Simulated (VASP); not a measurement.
# Ga4As3P (P1) in VASP: relaxation of volume and atoms at fixed shape with PBEsol

Aim: the relaxation of volume and atoms at fixed shape of Ga4As3P with PBEsol.

All numbers are computed with VASP 6.6.1; they aren't measurements. Logs are shortened: lines on timing, memory, paths and dates and some standing lists are left out, and cuts for length are marked.

### Step 1. The cell of the first run

The typed cell holds 64 atoms: a = 11.209 Å, b = 11.209 Å, c = 11.209 Å, α = 90.00°, β = 90.00°, γ = 90.00°.

### Step 2. Relaxation of volume and atoms at fixed shape, PBEsol

Contents of INCAR:

```
SYSTEM = Ga4As3P
ALGO     = Normal         ! electronic algorithm
EDIFF    = 1E-7           ! SCF threshold, eV
EDIFFG   = -0.03          ! ionic threshold
ENCUT    = 500            ! plane-wave cutoff, eV
GGA      = PS             ! functional
GGA_COMPAT= .False.      
IBRION   = 2              ! ionic algorithm
ISIF     = 8              ! what is computed and relaxed
ISMEAR   = -1             ! smearing method
ISYM     = -1           
KPAR     = 1            
LASPH    = .True.         ! aspherical terms in the spheres
LCHARG   = .False.        ! write CHGCAR
LREAL    = Auto         
LWAVE    = .False.        ! write WAVECAR
NELM     = 120            ! most SCF steps
NELMIN   = 4            
NSW      = 100            ! ionic steps
PREC     = Accurate       ! precision mode
SIGMA    = 0.05           ! smearing width, eV
```

Contents of KPOINTS:

```
explicit points
1
Reciprocal
  0.25000000   0.25000000   0.25000000 1
```

Contents of POSCAR:

```
Ga4As3P
1.0
   11.2092440000      0.0000000000      0.0000000000
    0.0000000000     11.2092440000      0.0000000000
    0.0000000000      0.0000000000     11.2092440000
Ga As P
32 24 8
Direct
    0.0015910000      0.0006320000      0.0023430000
    0.9980420000      0.0017820000      0.4992020000
    0.9985920000      0.5003880000      0.9987350000
    0.0026790000      0.4994430000      0.5002220000
    0.4965600000      0.9991720000      0.0014410000
    0.5011400000      0.9994990000      0.4996190000
    0.5010560000      0.5008450000      0.0003070000
    0.4970140000      0.4966150000      0.4978800000
    0.2491200000      0.2481560000      0.9976680000
    0.2470790000      0.2534680000      0.5001040000
    0.2492220000      0.7457330000      0.0031610000
    0.2503140000      0.7481210000      0.4981030000
    0.7497480000      0.2525370000      0.9996750000
    0.7500380000      0.2515000000      0.4985570000
    0.7520060000      0.7480310000      0.9983390000
    0.7492110000      0.7523630000      0.4978140000
    0.2470490000      0.0003900000      0.2503550000
    0.2534630000      0.9986460000      0.7499750000
    0.2499310000      0.4975790000      0.2499840000
    0.2503870000      0.4998220000      0.7508110000
    0.7493630000      0.0018160000      0.2519670000
    0.7501400000      0.9971100000      0.7475830000
    0.7508900000      0.4975920000      0.2512250000
    0.7489490000      0.5003410000      0.7515470000
    0.9997360000      0.2498100000      0.2485330000
    0.9977590000      0.2514570000      0.7516750000
    0.0041250000      0.7501630000      0.2497740000
    0.0024810000      0.7503360000      0.7529880000
    0.4988800000      0.2478180000      0.2467090000
    0.5000320000      0.2506240000      0.7501840000
    0.5032440000      0.7505440000      0.2550080000
    0.4961310000      0.7494130000      0.7495570000
    0.1232730000      0.1239710000      0.1258430000
    0.1231770000      0.1244830000      0.6280210000
    0.1241870000      0.6259520000      0.1267860000
    0.6273860000      0.1218860000      0.1230820000
    0.6249440000      0.1254420000      0.6243800000
    0.6247760000      0.6262520000      0.1235760000
    0.6227530000      0.6263030000      0.6244320000
    0.3756350000      0.3758870000      0.1232240000
    0.3714710000      0.3748100000      0.6257170000
    0.3771150000      0.8745160000      0.1270300000
    0.8739630000      0.3749420000      0.1265600000
    0.8728410000      0.3736590000      0.6243270000
    0.8753890000      0.8719130000      0.6254520000
    0.3722830000      0.1296170000      0.3760080000
    0.8749330000      0.1233280000      0.3764160000
    0.8743670000      0.1289190000      0.8748350000
    0.8740260000      0.6251790000      0.3758800000
    0.8749320000      0.6252420000      0.8727640000
    0.1267340000      0.8764140000      0.3738780000
    0.1236050000      0.8756230000      0.8750700000
    0.6267920000      0.3775230000      0.3767500000
    0.6237820000      0.3749880000      0.8779780000
    0.6266780000      0.8747370000      0.3749600000
    0.6239430000      0.8766880000      0.8740990000
    0.1256090000      0.6244230000      0.6246360000
    0.3731400000      0.8718940000      0.6253370000
    0.8753810000      0.8713960000      0.1250480000
    0.3773520000      0.1257320000      0.8758290000
    0.3763290000      0.6303820000      0.3741160000
    0.3712080000      0.6252690000      0.8771810000
    0.1272750000      0.3740770000      0.3769240000
    0.1258700000      0.3745040000      0.8748510000
```

Potentials or basis: VASP PAW PBE potentials, release 64 (Ga_d, As, P).

On the command line:

```console
cat potpaw_PBE.64/Ga_d/POTCAR potpaw_PBE.64/As/POTCAR potpaw_PBE.64/P/POTCAR > POTCAR
mpirun -np 4 vasp_std > vasp.out
```

OUTCAR:

```text
SYSTEM = Ga4As3P
   EDIFF = 1E-7
   EDIFFG = -0.03
   ENCUT = 500
   GGA = PS
   IBRION = 2
   ISIF = 8
   ISMEAR = -1
   ISYM = -1
   LASPH = .True.
   LREAL = Auto
   NELM = 120
   NELMIN = 4
   NSW = 100
   PREC = Accurate

 ion  position               nearest neighbor table
   1  0.002  0.001  0.002-  33 2.38  52 2.42  59 2.45  48 2.48
   2  0.998  0.002  0.499-  47 2.38  34 2.44  45 2.45  51 2.46
   3  0.999  0.500  0.999-  50 2.42  64 2.44  43 2.45  35 2.45
   4  0.003  0.499  0.500-  57 2.41  63 2.42  49 2.45  44 2.46
   5  0.497  0.999  0.001-  42 2.39  60 2.40  36 2.43  56 2.44
   6  0.501  0.999  0.500-  37 2.42  55 2.43  58 2.47  46 2.48
[... 56 lines left out ...]
  63  0.127  0.374  0.377-  10 2.35  19 2.41   4 2.42  25 2.46
  64  0.126  0.375  0.875-   9 2.41  20 2.42  26 2.42   3 2.44

IMPORTANT INFORMATION: All symmetrisations will be switched off!
NOSYMM: (Re-)initialisation of all symmetry stuff for point group C_1.

----------------------------------------------------------------------------------------

                                     Primitive cell

  volume of cell :    1408.4096

  direct lattice vectors                    reciprocal lattice vectors
    11.209244000  0.000000000  0.000000000     0.089212082  0.000000000  0.000000000
     0.000000000 11.209244000  0.000000000     0.000000000  0.089212082  0.000000000
     0.000000000  0.000000000 11.209244000     0.000000000  0.000000000  0.089212082

  length of vectors
    11.209244000 11.209244000 11.209244000     0.089212082  0.089212082  0.089212082

  position of ions in fractional coordinates (direct lattice)
     0.001591000  0.000632000  0.002343000
     0.998042000  0.001782000  0.499202000
     0.998592000  0.500388000  0.998735000
     0.002679000  0.499443000  0.500222000
     0.496560000  0.999172000  0.001441000
     0.501140000  0.999499000  0.499619000
[... 56 lines left out ...]
     0.127275000  0.374077000  0.376924000
     0.125870000  0.374504000  0.874851000

  ion indices of the primitive-cell ions
   primitive index   ion index
                 1           1
                 2           2
                 3           3
                 4           4
                 5           5
                 6           6
[... 56 lines left out ...]
                63          63
                64          64

----------------------------------------------------------------------------------------

 KPOINTS: explicit points

Read explicit list of k-points.

 Found      1 k-points:

 Following reciprocal coordinates:
            Coordinates               Weight
  0.250000  0.250000  0.250000      1.000000
   k-points           NKPTS =      1   k-points in BZ     NKDIM =      1   number of bands    NBANDS=    348
   number of dos      NEDOS =    301   number of ions     NIONS =     64
   total plane-waves  NPLWV = 592704
   dimension x,y,z NGX =    84 NGY =   84 NGZ =   84
   dimension x,y,z NGXF=   168 NGYF=  168 NGZF=  168
   ions per type =              32  24   8
   NGX,Y,Z   is equivalent  to a cutoff of  12.46, 12.46, 12.46 a.u.
   NGXF,Y,Z  is equivalent  to a cutoff of  24.92, 24.92, 24.92 a.u.
 SYSTEM =  Ga4As3P
   PREC   = accura    normal or accurate (medium, high low for compatibility)
   ISTART =      0    job   : 0-new  1-cont  2-samecut
   ICHARG =      2    charge: 1-file 2-atom 10-const
   ISPIN  =      1    spin polarized calculation?
   LNONCOLLINEAR =      F non collinear calculations
   LSORBIT =      F    spin-orbit coupling
   LASPH  =      T    aspherical Exc in radial PAW
   ENCUT  =  500.0 eV  36.75 Ry    6.06 a.u.  20.44 20.44 20.44*2*pi/ulx,y,z
   NELM   =    120;   NELMIN=  4; NELMDL= -5     # of ELM steps
   EDIFF  = 0.1E-06   stopping-criterion for ELM
   LREAL  =      T    real-space projection
   EDIFFG = -.3E-01   stopping-criterion for IOM
   NSW    =    100    number of steps for IOM
   IBRION =      2    ionic relax: 0-MD 1-quasi-New 2-CG
   NFREE  =      1    steps in history (QN), initial steepest desc. (CG)
   ISIF   =      8    stress and relaxation
   ISYM   =     -1    0-nonsym 1-usesym 2-fastsym
   POTIM  = 0.5000    time-step for ionic-motion
   TEBEG  =    0.0;   TEEND  =   0.0 temperature during run
   PSTRESS=    0.0 pullay stress
   NELECT =     576.0000    total number of electrons
   NUPDOWN=      -1.0000    fix difference up-down
   EMIN   =  10.00;   EMAX   =-10.00  energy-range for DOS
   EFERMI =   0.00;   METHOD = LEGACY
   ISMEAR =    -1;   SIGMA  =   0.05  broadening in eV -4-tet -1-fermi 0-gaus
   EFERMI_NEDOS =   21; number of points for ismear=-14 and -15
   IALGO  =     38    algorithm
   IMIX   =      4    mixing-type and parameters
     AMIX     =   0.40;   BMIX     =  1.00
     AMIX_MAG =   1.60;   BMIX_MAG =  1.00
  volume/ion in A,a.u.               =      22.01       148.51
  Fermi-wavevector in a.u.,A,eV,Ry     =   1.215176  2.296350 20.091094  1.476654
  Thomas-Fermi vector in A             =   2.350572
   LORBIT       =      0    0 simple, 1 ext, 2 COOP (PROOUT), +10 PAW based schemes
   GGA     = PS    functional components
   LHFCALC =     F    Hartree Fock is set to
   AEXX    =    0.0000 exact exchange contribution
   IVDW    =     0    specifies the selected vdW correction
   LEPSILON=     F    determine dielectric tensor
   LRPA    =     F    only Hartree local field effects (RPA)
 conjugate gradient relaxation of ions
 non-spin polarized calculation
  energy-cutoff  :      500.00
  volume of cell :     1408.41
 maximum number of plane-waves:     35685
 NGX is ok and might be reduce to    84
   NGX = 41   NGY = 41   NGZ = 41

--------------------------------------- Ionic step        1  -------------------------------------------

 number of electron     576.0000036 magnetization

 Free energy of the ion-electron system (eV)
  ---------------------------------------------------
  ext. energy  EPLUGINS =         0.00000000
  ---------------------------------------------------
  free energy    TOTEN  =      -296.38115952 eV

  energy without entropy =     -296.38115643  energy(sigma->0) =     -296.38115798

------------------------ aborting loop because EDIFF is reached ----------------------------------------

  FORCE on cell =-STRESS in cart. coord.  units (eV):
  Direction    XX          YY          ZZ          XY          YZ          ZX
  --------------------------------------------------------------------------------------
  -------------------------------------------------------------------------------------
  Total        1.9540623      1.7117549      1.9042009     -7.5984692     -6.4497632     -8.0575246
  in kB        2.2229005      1.9472566      2.1661792     -8.6438599     -7.3371160     -9.1660718
  external PRESSURE =       2.1121121 kB  Pullay stress =       0.0000000 kB
[... 275 lines left out ...]
  FREE ENERGIE OF THE ION-ELECTRON SYSTEM (eV)
  ---------------------------------------------------
  free  energy   TOTEN  =      -297.1000181056 eV

  energy  without entropy=     -297.1000144732  energy(sigma->0) =     -297.10001629

 E-fermi :   4.5321     XC(G=0):  -9.8521

 val. band max:        3.8038505373   @ k =   0.2500   0.2500   0.2500
 cond. band min:       5.2286603844   @ k =   0.2500   0.2500   0.2500
 fundamental gap:      1.4248098471
 Fermi energy:         4.5320757216

 k-point     1 :       0.2500    0.2500    0.2500
  band No.  band energies     occupation
      1     -10.8362      2.00000
      2     -10.8275      2.00000
      3     -10.8239      2.00000
      4     -10.8233      2.00000
      5     -10.8203      2.00000
      6     -10.8191      2.00000
[... 292 lines left out ...]
    299       6.1853      0.00000
    300       6.3892      0.00000
 [bands above 300 left out]

[... ionic steps 4 to 9 ...]

--------------------------------------- Ionic step       10  -------------------------------------------

 number of electron     575.9999932 magnetization

------------------------ aborting loop because EDIFF is reached ----------------------------------------

  FORCE on cell =-STRESS in cart. coord.  units (eV):
  Direction    XX          YY          ZZ          XY          YZ          ZX
  --------------------------------------------------------------------------------------
  -------------------------------------------------------------------------------------
  Total        0.1730951      0.0664732      0.1153835     -6.8435560     -6.8353264     -6.7858211
  in kB        0.1969283      0.0756258      0.1312705     -7.7858323     -7.7764697     -7.7201480
  external PRESSURE =       0.1346082 kB  Pullay stress =       0.0000000 kB
[... 181 lines left out ...]
  energy  without entropy=     -297.2384001648  energy(sigma->0) =     -297.23840181

--------------------------------------- Ionic step       12  -------------------------------------------

 number of electron     575.9999927 magnetization

 Free energy of the ion-electron system (eV)
  ---------------------------------------------------
  ext. energy  EPLUGINS =         0.00000000
  ---------------------------------------------------
  free energy    TOTEN  =      -297.23970457 eV

  energy without entropy =     -297.23970126  energy(sigma->0) =     -297.23970292

 E-fermi :   4.4759     XC(G=0):  -9.8293

 val. band max:        3.7580728533   @ k =   0.2500   0.2500   0.2500
 cond. band min:       5.1618608360   @ k =   0.2500   0.2500   0.2500
 fundamental gap:      1.4037879827
 Fermi energy:         4.4758762538

 k-point     1 :       0.2500    0.2500    0.2500
  band No.  band energies     occupation
      1     -10.8842      2.00000
      2     -10.8792      2.00000
      3     -10.8710      2.00000
      4     -10.8656      2.00000
      5     -10.8643      2.00000
      6     -10.8622      2.00000
[... 292 lines left out ...]
    299       6.1352      0.00000
    300       6.3298      0.00000
 [bands above 300 left out]

------------------------ aborting loop because EDIFF is reached ----------------------------------------

  FORCE on cell =-STRESS in cart. coord.  units (eV):
  Direction    XX          YY          ZZ          XY          YZ          ZX
  --------------------------------------------------------------------------------------
  -------------------------------------------------------------------------------------
  Total       -0.0902000     -0.2051653     -0.1481264     -6.8513803     -6.8216548     -6.8082324
  in kB       -0.1025786     -0.2333210     -0.1684544     -7.7916258     -7.7578210     -7.7425565
  external PRESSURE =      -0.1681180 kB  Pullay stress =       0.0000000 kB
[... 79 lines left out ...]
  FREE ENERGIE OF THE ION-ELECTRON SYSTEM (eV)
  ---------------------------------------------------
  free  energy   TOTEN  =      -297.2397045745 eV

  energy  without entropy=     -297.2397012560  energy(sigma->0) =     -297.23970292

 reached required accuracy - stopping structural energy minimisation
```

Wall time 34 min (4 MPI ranks of Intel Xeon 6975P-C (Granite Rapids), shared host); peak memory 0.55 GiB.

Results:

- Free energy: -297.2397 eV
- Relaxed volume: 22.01 Å³/atom
- Relaxed cell: a = 11.210 Å, b = 11.210 Å, c = 11.210 Å, α = 90.00°, β = 90.00°, γ = 90.00°
- Space group after relaxing (to 0.1 Å): P1 (No. 1)
- Energy gained by relaxing: 13.4 meV/atom
- Ionic steps: 12
- Pressure after relaxing: 0.0 GPa
- Largest force after relaxing: 0.029 eV/Å
- Band gap on the k mesh: 1.40 eV

Forces on the atoms (eV/Å):
```
Ga   0.000 -0.003  0.004
Ga   0.003 -0.006 -0.004
Ga   0.004  0.001 -0.001
Ga  -0.003 -0.003 -0.001
Ga  -0.003  0.009  0.002
Ga   0.010  0.001  0.002
Ga   0.008 -0.010 -0.004
Ga   0.027  0.009 -0.001
Ga   0.002  0.002  0.005
Ga   0.008 -0.011 -0.018
Ga   0.002  0.005 -0.011
Ga   0.000  0.007  0.000
Ga   0.000  0.004  0.000
Ga  -0.001 -0.003  0.009
Ga   0.000  0.002  0.015
Ga   0.001  0.005  0.009
Ga  -0.002 -0.006 -0.004
Ga  -0.009  0.000 -0.005
Ga  -0.011  0.007  0.001
Ga  -0.005  0.002  0.007
Ga  -0.006  0.001  0.005
Ga   0.001  0.005 -0.002
Ga  -0.008 -0.005 -0.004
Ga   0.004 -0.004  0.009
Ga  -0.005 -0.001  0.004
Ga   0.004  0.000 -0.003
Ga  -0.008  0.007 -0.008
Ga  -0.024  0.003 -0.005
Ga  -0.004  0.005  0.013
Ga   0.013 -0.006  0.003
Ga  -0.018 -0.005 -0.006
Ga   0.013 -0.005 -0.004
As  -0.002  0.000  0.005
As  -0.005  0.004 -0.017
As   0.000  0.009 -0.003
As   0.000  0.010  0.010
As   0.004 -0.002 -0.002
As  -0.004 -0.007  0.000
As   0.014 -0.001  0.007
As   0.008  0.005  0.011
As   0.010 -0.001 -0.005
As  -0.004  0.006 -0.007
As  -0.005 -0.004  0.005
As   0.007 -0.005  0.003
As  -0.007  0.010 -0.011
As   0.007 -0.010 -0.011
As  -0.011  0.004 -0.002
As   0.004  0.007  0.004
As  -0.001 -0.004 -0.007
As  -0.009 -0.004  0.011
As  -0.009 -0.003 -0.003
As  -0.010 -0.002 -0.006
As   0.012 -0.009  0.000
As   0.004 -0.007  0.002
As  -0.003 -0.006 -0.011
As   0.011  0.005  0.009
P   -0.013 -0.003 -0.004
P    0.005  0.002  0.007
P   -0.008  0.003 -0.001
P   -0.007  0.005  0.006
P    0.004  0.007  0.008
P    0.009 -0.007 -0.002
P    0.002  0.003  0.001
P    0.004 -0.011 -0.003
```

Stress tensor (GPa, compression positive):
```
-0.01 -0.78 -0.77
-0.78 -0.02 -0.78
-0.77 -0.78 -0.02
```

The path:
```
step  energy change (eV)  largest force (eV/Å)  pressure (GPa)  volume (Å³)
   1              0.0000                1.0691            0.21      1408.41
   2             -0.6387                0.5320           -0.25      1414.33
   3             -0.7189                0.2821           -0.41      1417.28
   4             -0.8081                0.1493            0.18      1405.29
   5             -0.8129                0.1413            0.37      1401.67
   6             -0.8411                0.1175           -0.04      1409.42
   7             -0.8415                0.1213           -0.09      1410.35
   8             -0.8515                0.0569           -0.04      1409.21
   9             -0.8540                0.0598            0.01      1408.23
  10             -0.8568                0.0328            0.01      1408.27
  11             -0.8572                0.0381            0.01      1408.30
  12             -0.8585                0.0288           -0.02      1408.84
```

Final structure:
```
CELL_PARAMETERS angstrom
11.21038 0.00000 0.00000
0.00000 11.21038 0.00000
0.00000 0.00000 11.21038
ATOMIC_POSITIONS crystal
Ga 0.99756 0.99647 0.00301
Ga 0.00098 0.00009 0.50135
Ga 0.00424 0.49615 0.99712
Ga 0.00781 0.50142 0.50078
Ga 0.49582 0.00275 0.99682
Ga 0.49548 0.99609 0.50383
Ga 0.49535 0.50483 0.99666
Ga 0.49451 0.50249 0.49782
Ga 0.24925 0.24998 0.99243
Ga 0.24580 0.25417 0.49831
Ga 0.25288 0.74596 0.99825
Ga 0.25278 0.74624 0.50397
Ga 0.74943 0.25065 0.00063
Ga 0.74913 0.25033 0.50016
Ga 0.75293 0.75339 0.00246
Ga 0.74946 0.74943 0.50091
Ga 0.24976 0.99992 0.24994
Ga 0.25618 0.99959 0.74994
Ga 0.24980 0.50018 0.25669
Ga 0.24678 0.50326 0.75338
Ga 0.75298 0.99644 0.24659
Ga 0.74999 0.99914 0.75014
Ga 0.75077 0.50044 0.24975
Ga 0.74872 0.50083 0.74912
Ga 0.00492 0.25454 0.25362
Ga 0.00404 0.25328 0.75433
Ga 0.99790 0.75263 0.24676
Ga 0.00581 0.74631 0.74628
Ga 0.49978 0.24920 0.24896
Ga 0.49539 0.24763 0.75267
Ga 0.49648 0.74679 0.25420
Ga 0.49212 0.74952 0.75037
As 0.12523 0.12617 0.12360
As 0.12676 0.12572 0.62691
As 0.12564 0.62346 0.12552
As 0.62469 0.12304 0.12376
As 0.62258 0.12411 0.62591
As 0.62397 0.62611 0.12498
As 0.62064 0.62567 0.62493
As 0.37241 0.37562 0.12369
As 0.37146 0.37662 0.62670
As 0.37483 0.87379 0.12481
As 0.87707 0.37497 0.12500
As 0.87771 0.37607 0.62491
As 0.87647 0.87319 0.62570
As 0.37334 0.12557 0.37672
As 0.87611 0.12514 0.37413
As 0.87556 0.12484 0.87597
As 0.87707 0.62520 0.37562
As 0.87733 0.62488 0.87450
As 0.12617 0.87278 0.37639
As 0.12723 0.87401 0.87485
As 0.62301 0.37642 0.37479
As 0.62231 0.37578 0.87498
As 0.62406 0.87462 0.37550
As 0.62230 0.87426 0.87455
P 0.12848 0.62383 0.62534
P 0.37316 0.87282 0.62588
P 0.87543 0.87438 0.12479
P 0.37354 0.12479 0.87385
P 0.37265 0.62494 0.37673
P 0.37211 0.62521 0.87331
P 0.12603 0.37734 0.37649
P 0.12693 0.37622 0.87399
```

Levels at points of the mesh, in eV from the valence-band top:
```csv
k point,band 284,band 285,band 286,band 287,band 288,band 289,band 290,band 291,band 292,band 293
"(0.25, 0.25, 0.25)",-0.51,-0.48,-0.43,-0.01,0.00,1.40,1.82,1.84,1.87,1.93
```

Caveat: the PAW data sets were made with another functional, which shifts forces and pressure a little; a shifted mesh leaves out Γ, where band edges can lie. A k mesh can miss the band edges.
